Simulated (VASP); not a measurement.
A run of VASP 6.6.1:

Contents of INCAR:

```
ALGO = Normal
EDIFF = 1E-7
ENCUT = 520
GGA = PE
ISIF = 2
ISMEAR = -1
LASPH = T
LCHARG = F
LREAL = F
LWAVE = F
NBANDS = 18
NELM = 60
PREC = Accurate
SIGMA = 0.08
```

The input KPOINTS:

```
k-points
0
Gamma
  14 10 14
```

Contents of POSCAR:

```
Ag
1.0
   -2.0742206004      2.0742206004      0.0000000000
    0.0000000000      0.0000000000      4.1484412008
    2.0742206004      2.0742206004      0.0000000000
Ag
2
Direct
    0.0000000000      0.0000000000      0.0000000000
    0.5000000000      0.5000000000      0.5000000000
```

Potentials or basis: VASP PAW PBE potentials, release 64 (Ag).

The run is started by

```sh
$ cat potpaw_PBE.64/Ag/POTCAR > POTCAR
$ mpirun -np 1 vasp_std > vasp.out
```

Hardware: 1 thread of Intel(R) Xeon(R) 6975P-C (Granite Rapids) (shared host).

Problem. Estimate the wall time of this run.

Solution. Run time: 28 s on 1 thread of Intel(R) Xeon(R) 6975P-C (Granite Rapids) (shared host), peak memory 0.23 GiB. Counts: scf iterations 12, k points 216.
